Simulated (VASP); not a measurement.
# KTaO3 (P4/mmm) in VASP: a series of runs

Runs on KTaO3. Level: PBEsol. Tasks: single point.

Program: VASP 6.6.1. These are calculated values, not measurements. Logs are shortened: lines on timing, memory, paths and dates and some standing lists are left out, and cuts for length are marked.

### 1 The cell of the first run

Symmetry: P4/mmm, No. 123, tetragonal system. The conventional cell has a = 3.864 Å, b = 3.864 Å, c = 4.250 Å, α = 90.00°, β = 90.00°, γ = 90.00°. Within 3.6 Å of K (site symmetry 4/mmm) lie 12 O at 2.73 to 2.87 Å and 8 Ta at 3.46 Å. Within 2.6 Å of Ta (site symmetry 4/mmm) lie 6 O at 1.93 to 2.12 Å. Within 2.6 Å of O (site symmetry mmm) lie 2 Ta at 1.93 Å. Within 2.9 Å of O (site symmetry 4/mmm) lie 2 Ta at 2.12 Å and 4 K at 2.73 Å and 8 O at 2.87 Å.

### 2 Single point, PBEsol

File INCAR:

```
ALGO = Normal ; EDIFF = 1E-6
ENCUT = 520 ; GGA = PS
ISIF = 2 ; ISMEAR = 0
LASPH = T ; LCHARG = F
LREAL = F ; LWAVE = F
NBANDS = 27 ; NELM = 80
PREC = Accurate ; SIGMA = 0.05
```

File KPOINTS:

```
k-points
0
Gamma
  8 8 8
```

File POSCAR:

```
KTaO3
1.0
    3.8635830917      0.0000000000      0.0000000000
    0.0000000000      3.8635830917      0.0000000000
    0.0000000000      0.0000000000      4.2499414009
K Ta O
1 1 3
Direct
    0.5000000000      0.5000000000      0.5000000000
    0.0000000000      0.0000000000      0.0000000000
    0.5000000000      0.0000000000      0.0000000000
    0.0000000000      0.5000000000      0.0000000000
    0.0000000000      0.0000000000      0.5000000000
```

Potentials or basis: VASP PAW PBE potentials, release 64 (K_sv, Ta_pv, O).

The run is started by

```
$ cat potpaw_PBE.64/K_sv/POTCAR potpaw_PBE.64/Ta_pv/POTCAR potpaw_PBE.64/O/POTCAR > POTCAR
$ mpirun -np 1 vasp_std > vasp.out
```

OUTCAR:

```text
EDIFF = 1E-6
   ENCUT = 520
   GGA = PS
   ISIF = 2
   ISMEAR = 0
   LASPH = T
   LREAL = F
   NELM = 80
   PREC = Accurate

 ion  position               nearest neighbor table
   1  0.500  0.500  0.500-   5 2.73   5 2.73   5 2.73   5 2.73   4 2.87   3 2.87   4 2.87   3 2.87
                             4 2.87   3 2.87   4 2.87   3 2.87   2 3.46   2 3.46   2 3.46   2 3.46
   2  0.000  0.000  0.000-   3 1.93   4 1.93   4 1.93   3 1.93   5 2.12   5 2.12   1 3.46   1 3.46
                             1 3.46   1 3.46   1 3.46   1 3.46   1 3.46   1 3.46
   3  0.500  0.000  0.000-   2 1.93   2 1.93   1 2.87   1 2.87   1 2.87   1 2.87
   4  0.000  0.500  0.000-   2 1.93   2 1.93   1 2.87   1 2.87   1 2.87   1 2.87
   5  0.000  0.000  0.500-   2 2.12   2 2.12   1 2.73   1 2.73   1 2.73   1 2.73

  LATTYP: Found a simple tetragonal cell.
 ALAT       =     3.8635830917
 C/A-ratio  =     1.1000000000

  Lattice vectors:

 A1 = (   3.8635830917,   0.0000000000,   0.0000000000)
 A2 = (   0.0000000000,   3.8635830917,   0.0000000000)
 A3 = (   0.0000000000,   0.0000000000,   4.2499414009)

Analysis of symmetry for initial positions (statically):
=====================================================================
 Subroutine PRICEL returns:
 Original cell was already a primitive cell.

 Routine SETGRP: Setting up the symmetry group for a
 simple tetragonal supercell.

 Subroutine GETGRP returns: Found 16 space group operations
 (whereof 16 operations were pure point group operations)
 out of a pool of 16 trial point group operations.

The static configuration has the point symmetry D_4h.

Analysis of symmetry for dynamics (positions and initial velocities):
=====================================================================
 Subroutine PRICEL returns:
 Original cell was already a primitive cell.

 Routine SETGRP: Setting up the symmetry group for a
 simple tetragonal supercell.

 Subroutine GETGRP returns: Found 16 space group operations
 (whereof 16 operations were pure point group operations)
 out of a pool of 16 trial point group operations.

The dynamic configuration has the point symmetry D_4h.

 Subroutine INISYM returns: Found 16 space group operations
 (whereof 16 operations are pure point group operations),
 and found     1 'primitive' translations

----------------------------------------------------------------------------------------

                                     Primitive cell

  volume of cell :      63.4400

  direct lattice vectors                    reciprocal lattice vectors
     3.863583092  0.000000000  0.000000000     0.258827098  0.000000000  0.000000000
     0.000000000  3.863583092  0.000000000     0.000000000  0.258827098  0.000000000
     0.000000000  0.000000000  4.249941401     0.000000000  0.000000000  0.235297362

  length of vectors
     3.863583092  3.863583092  4.249941401     0.258827098  0.258827098  0.235297362

  position of ions in fractional coordinates (direct lattice)
     0.500000000  0.500000000  0.500000000
     0.000000000  0.000000000  0.000000000
     0.500000000  0.000000000  0.000000000
     0.000000000  0.500000000  0.000000000
     0.000000000  0.000000000  0.500000000

  ion indices of the primitive-cell ions
   primitive index   ion index
                 1           1
                 2           2
                 3           3
                 4           4
                 5           5

----------------------------------------------------------------------------------------

 KPOINTS: k-points

Automatic generation of k-mesh.
 Grid dimensions read from file:
 generate k-points for:    8    8    8

 Generating k-lattice:

  Cartesian coordinates                     Fractional coordinates (reciprocal lattice)
     0.032353387  0.000000000  0.000000000     0.125000000  0.000000000  0.000000000
     0.000000000  0.032353387  0.000000000     0.000000000  0.125000000  0.000000000
     0.000000000  0.000000000  0.029412170     0.000000000  0.000000000  0.125000000

  Length of vectors
     0.032353387  0.032353387  0.029412170

  Shift w.r.t. Gamma in fractional coordinates (k-lattice)
     0.000000000  0.000000000  0.000000000

 Subroutine IBZKPT returns following result:
 ===========================================

 Found     75 irreducible k-points:

 Following reciprocal coordinates:
            Coordinates               Weight
  0.000000  0.000000  0.000000      1.000000
  0.125000  0.000000  0.000000      4.000000
  0.250000  0.000000  0.000000      4.000000
  0.375000  0.000000  0.000000      4.000000
  0.500000  0.000000  0.000000      2.000000
  0.125000  0.125000  0.000000      4.000000
[... 16 lines left out ...]
  0.375000  0.125000  0.125000     16.000000
  0.500000  0.125000  0.125000      8.000000
 [... further k-points ...]
   k-points           NKPTS =     75   k-points in BZ     NKDIM =     75   number of bands    NBANDS=     27
   number of dos      NEDOS =    301   number of ions     NIONS =      5
   total plane-waves  NPLWV =  28800
   dimension x,y,z NGX =    30 NGY =   30 NGZ =   32
   dimension x,y,z NGXF=    60 NGYF=   60 NGZF=   64
   ions per type =               1   1   3
   NGX,Y,Z   is equivalent  to a cutoff of  12.91, 12.91, 12.52 a.u.
   NGXF,Y,Z  is equivalent  to a cutoff of  25.82, 25.82, 25.04 a.u.
 SYSTEM =  unknown system
   PREC   = accura    normal or accurate (medium, high low for compatibility)
   ISTART =      0    job   : 0-new  1-cont  2-samecut
   ICHARG =      2    charge: 1-file 2-atom 10-const
   ISPIN  =      1    spin polarized calculation?
   LNONCOLLINEAR =      F non collinear calculations
   LSORBIT =      F    spin-orbit coupling
   LASPH  =      T    aspherical Exc in radial PAW
   ENCUT  =  520.0 eV  38.22 Ry    6.18 a.u.   7.18  7.18  7.90*2*pi/ulx,y,z
   NELM   =     80;   NELMIN=  2; NELMDL= -5     # of ELM steps
   EDIFF  = 0.1E-05   stopping-criterion for ELM
   LREAL  =      F    real-space projection
   EDIFFG = 0.1E-04   stopping-criterion for IOM
   NSW    =      0    number of steps for IOM
   IBRION =     -1    ionic relax: 0-MD 1-quasi-New 2-CG
   NFREE  =      0    steps in history (QN), initial steepest desc. (CG)
   ISIF   =      2    stress and relaxation
   ISYM   =      2    0-nonsym 1-usesym 2-fastsym
   POTIM  = 0.5000    time-step for ionic-motion
   TEBEG  =    0.0;   TEEND  =   0.0 temperature during run
   PSTRESS=    0.0 pullay stress
   NELECT =      38.0000    total number of electrons
   NUPDOWN=      -1.0000    fix difference up-down
   EMIN   =  10.00;   EMAX   =-10.00  energy-range for DOS
   EFERMI =   0.00;   METHOD = LEGACY
   ISMEAR =     0;   SIGMA  =   0.05  broadening in eV -4-tet -1-fermi 0-gaus
   EFERMI_NEDOS =   21; number of points for ismear=-14 and -15
   IALGO  =     38    algorithm
   IMIX   =      4    mixing-type and parameters
     AMIX     =   0.40;   BMIX     =  1.00
     AMIX_MAG =   1.60;   BMIX_MAG =  1.00
  volume/ion in A,a.u.               =      12.69        85.62
  Fermi-wavevector in a.u.,A,eV,Ry     =   1.380008  2.607837 25.911228  1.904422
  Thomas-Fermi vector in A             =   2.504925
   LORBIT       =      0    0 simple, 1 ext, 2 COOP (PROOUT), +10 PAW based schemes
   GGA     = PS    functional components
   LHFCALC =     F    Hartree Fock is set to
   AEXX    =    0.0000 exact exchange contribution
   IVDW    =     0    specifies the selected vdW correction
   LEPSILON=     F    determine dielectric tensor
   LRPA    =     F    only Hartree local field effects (RPA)
 non-spin polarized calculation
 Gauss-broadening in eV      SIGMA  =   0.05
  energy-cutoff  :      520.00
  volume of cell :       63.44
 maximum number of plane-waves:      1728
 NGX is ok and might be reduce to    30

 number of electron      38.0000009 magnetization

 Free energy of the ion-electron system (eV)
  ---------------------------------------------------
  ext. energy  EPLUGINS =         0.00000000
  ---------------------------------------------------
  free energy    TOTEN  =       -42.49975325 eV

  energy without entropy =      -42.49975325  energy(sigma->0) =      -42.49975325

 E-fermi :   2.0905     XC(G=0): -11.1347

 val. band max:        1.7430001575   @ k =   0.5000   0.5000   0.5000
 cond. band min:       3.7003662930   @ k =   0.0000   0.0000   0.0000
 fundamental gap:      1.9573661355
 Fermi energy:         2.0905165182

 k-point     1 :       0.0000    0.0000    0.0000
  band No.  band energies     occupation
      1     -32.4596      2.00000
      2     -32.4596      2.00000
      3     -32.3301      2.00000
      4     -25.4176      2.00000
      5     -16.1686      2.00000
      6     -15.5896      2.00000
[... 19 lines left out ...]
     26       9.4067      0.00000
     27       9.9026      0.00000

 k-point     2 :       0.1250    0.0000    0.0000
  band No.  band energies     occupation
      1     -32.4800      2.00000
      2     -32.4588      2.00000
      3     -32.3293      2.00000
      4     -25.4122      2.00000
      5     -16.0805      2.00000
      6     -15.4943      2.00000
[... 19 lines left out ...]
     26       9.8860      0.00000
     27      10.1678      0.00000

 k-point     3 :       0.2500    0.0000    0.0000
  band No.  band energies     occupation
      1     -32.5286      2.00000
      2     -32.4568      2.00000
      3     -32.3273      2.00000
      4     -25.3992      2.00000
      5     -15.9741      2.00000
      6     -15.1217      2.00000
[... 594 lines left out ...]
      1     -32.5752      2.00000
      2     -32.4749      2.00000
      3     -32.3301      2.00000
      4     -25.3816      2.00000
      5     -15.7424      2.00000
      6     -14.6092      2.00000
[... 19 lines left out ...]
     26      11.4395      0.00000
     27      12.3072      0.00000

 k-point    24 :       0.5000    0.1250    0.1250
  band No.  band energies     occupation
      1     -32.5947      2.00000
      2     -32.4740      2.00000
      3     -32.3292      2.00000
      4     -25.3768      2.00000
      5     -15.7350      2.00000
      6     -14.4044      2.00000
[... 19 lines left out ...]
     26      11.6312      0.00000
     27      12.3823      0.00000

 [... further k-points ...]

------------------------ aborting loop because EDIFF is reached ----------------------------------------

  FORCE on cell =-STRESS in cart. coord.  units (eV):
  Direction    XX          YY          ZZ          XY          YZ          ZX
  --------------------------------------------------------------------------------------
  -------------------------------------------------------------------------------------
  Total        5.7629574      5.7629574     -7.0765796      0.0000000      0.0000000      0.0000000
  in kB      145.5434059    145.5434059   -178.7189171      0.0000000      0.0000000      0.0000000
  external PRESSURE =      37.4559649 kB  Pullay stress =       0.0000000 kB

 VOLUME and BASIS-vectors are now :
 -----------------------------------------------------------------------------
  energy-cutoff  :      520.00
  volume of cell :       63.44
      direct lattice vectors                 reciprocal lattice vectors
     3.863583092  0.000000000  0.000000000     0.258827098  0.000000000  0.000000000
     0.000000000  3.863583092  0.000000000     0.000000000  0.258827098  0.000000000
     0.000000000  0.000000000  4.249941401     0.000000000  0.000000000  0.235297362

 POSITION                                       TOTAL-FORCE (eV/Angst)
 -----------------------------------------------------------------------------------
      1.93179      1.93179      2.12497         0.000000      0.000000      0.000000
      0.00000      0.00000      0.00000         0.000000      0.000000      0.000000
      1.93179      0.00000      0.00000         0.000000      0.000000      0.000000
      0.00000      1.93179      0.00000         0.000000      0.000000      0.000000
      0.00000      0.00000      2.12497         0.000000      0.000000      0.000000
 -----------------------------------------------------------------------------------
    total drift:                                0.000000     -0.000000      0.000000

  FREE ENERGIE OF THE ION-ELECTRON SYSTEM (eV)
  ---------------------------------------------------
  free  energy   TOTEN  =       -42.4997532476 eV

  energy  without entropy=      -42.4997532476  energy(sigma->0) =      -42.49975325
```

Wall time 2.1 min (1 thread of Intel Xeon 8259CL, shared host); peak memory 0.26 GiB.

What came out:

| Property | Result |
| --- | --- |
| Free energy | -42.4998 eV |
| Pressure | 3.7 GPa |
| Band gap on the k mesh | 1.96 eV (least direct gap 2.43 eV) |

Stress tensor (GPa, compression positive):
```
 14.55   0.00   0.00
  0.00  14.55   0.00
  0.00   0.00 -17.87
```

Caveat: the cell stands under pressure; the PAW data sets were made with another functional, which shifts forces and pressure a little; spin-orbit coupling is left out, which moves the levels of the heavy elements. A k mesh can miss the band edges.

### 3 Single point, PBEsol

This run uses another cell than the first one, of the same volume but with other edges.

File INCAR:

```
SYSTEM = KTaO3
PREC     = Accurate       ! precision mode
ENCUT    = 520            ! plane-wave cutoff, eV
EDIFF    = 1E-7           ! SCF threshold, eV
ISMEAR   = 0              ! smearing method
SIGMA    = 0.05           ! smearing width, eV
LREAL    = .FALSE.        ! projectors in reciprocal space
LASPH    = .TRUE.         ! aspherical terms in the spheres
NELM     = 100            ! most SCF steps
ALGO     = Normal         ! electronic algorithm
ISIF     = 2              ! what is computed and relaxed
LWAVE    = .FALSE.        ! write WAVECAR
LCHARG   = .TRUE.         ! write CHGCAR
GGA      = PS             ! functional
LELF     = .TRUE.         ! ELF
LVHAR    = .TRUE.       
NBANDS   = 27             ! bands
```

File KPOINTS:

```
Automatic mesh
0
G
  8 8 8
  0 0 0
```

Changes to POSCAR since step 2:

```diff
@@ -2,5 +2,5 @@
 1.0
-    3.8635830917      0.0000000000      0.0000000000
-    0.0000000000      3.8635830917      0.0000000000
-    0.0000000000      0.0000000000      4.2499414009
+    3.4841009675      0.0000000000      0.0000000000
+    0.0000000000      3.4841009675      0.0000000000
+    0.0000000000      0.0000000000      5.2261514513
 K Ta O
```

Potentials or basis: VASP PAW PBE potentials, release 64 (K_sv, Ta_pv, O).

The run is started by

```
$ cat potpaw_PBE.64/K_sv/POTCAR potpaw_PBE.64/Ta_pv/POTCAR potpaw_PBE.64/O/POTCAR > POTCAR
$ mpirun -np 1 vasp_std > vasp.out
```

It took 2.2 min on 1 thread of Intel Xeon 8259CL, shared host; peak memory 0.26 GiB.

Results (log left out):

```
Free energy            : -35.8908 eV
Pressure               : 58.5 GPa
Band gap on the k mesh : 0.61 eV
```

Stress tensor (GPa, compression positive):
```
102.98   0.00   0.00
  0.00 102.98   0.00
  0.00   0.00 -30.55
```

Levels at points of the mesh, in eV from the valence-band top:
| k point | band 17 | band 18 | band 19 | band 20 | band 21 | band 22 |
| --- | --- | --- | --- | --- | --- | --- |
| (0.00, 0.00, 0.00) | -1.38 | 0.00 | 0.00 | 0.61 | 0.75 | 0.75 |
| (0.50, 0.00, 0.00) | -1.58 | -1.51 | -0.84 | 1.04 | 1.49 | 5.77 |
| (0.50, 0.50, 0.00) | -1.69 | -0.20 | -0.20 | 2.09 | 5.81 | 5.81 |
| (0.00, 0.00, 0.50) | -1.87 | -0.48 | -0.48 | 0.99 | 1.53 | 1.53 |
| (0.50, 0.00, 0.50) | -2.05 | -1.22 | -1.22 | 1.61 | 4.51 | 5.83 |
| (0.50, 0.50, 0.50) | -1.69 | -0.05 | -0.05 | 5.07 | 6.13 | 6.13 |

Caveat: the cell stands under pressure; the PAW data sets were made with another functional, which shifts forces and pressure a little; spin-orbit coupling is left out, which moves the levels of the heavy elements. A k mesh can miss the band edges.
